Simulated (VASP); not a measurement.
A run of VASP 6.6.1:

The input POSCAR:

```
Ni
1.0
    0.0000000000      1.7855000000      1.7855000000
    1.7855000000      0.0000000000      1.7855000000
    1.7855000000      1.7855000000      0.0000000000
Ni
1
Direct
    0.0000000000      0.0000000000      0.0000000000
```

File INCAR.step1:

```
SYSTEM = Ni
PREC = Accurate ; ENCUT = 520
ISMEAR = -1 ; SIGMA = 0.05
LREAL = .FALSE. ; LASPH = .TRUE.
NELM = 150 ; ISPIN = 2
MAGMOM = 2 ; LMAXMIX = 4
NBANDS = 15 ; GGA = PE
ALGO = Normal ; EDIFF = 1E-4
LWAVE = .TRUE. ; LCHARG = .FALSE.
```

File INCAR.step2:

```
SYSTEM = Ni
PREC = Accurate ; ENCUT = 520
EDIFF = 1E-7 ; ISMEAR = -1
SIGMA = 0.05 ; LREAL = .FALSE.
LASPH = .TRUE. ; NELM = 150
ALGO = Normal ; ISIF = 2
LWAVE = .FALSE. ; LCHARG = .FALSE.
ISPIN = 2 ; MAGMOM = 2
LORBIT = 11 ; LMAXMIX = 4
METAGGA = R2SCAN ; LMIXTAU = .TRUE.
NBANDS = 15 ; ISTART = 1
```

The input KPOINTS:

```
Automatic mesh
0
G
  12 12 12
  0 0 0
```

Potentials or basis: VASP PAW PBE potentials, release 64 (Ni).

Launch:

```console
$ cat potpaw_PBE.64/Ni/POTCAR > POTCAR
$ cp INCAR.step1 INCAR
$ mpirun -np 1 vasp_std > vasp.out
$ cp INCAR.step2 INCAR
$ mpirun -np 1 vasp_std > vasp.out
```

Hardware: 1 thread of Intel(R) Xeon(R) 6975P-C (Granite Rapids), with other jobs on the host.

Question: Estimate the wall time of this run.

Answer: It took 54 s on 1 thread of Intel(R) Xeon(R) 6975P-C (Granite Rapids), with other jobs on the host, peak memory 0.14 GiB. Counts: k points 72.
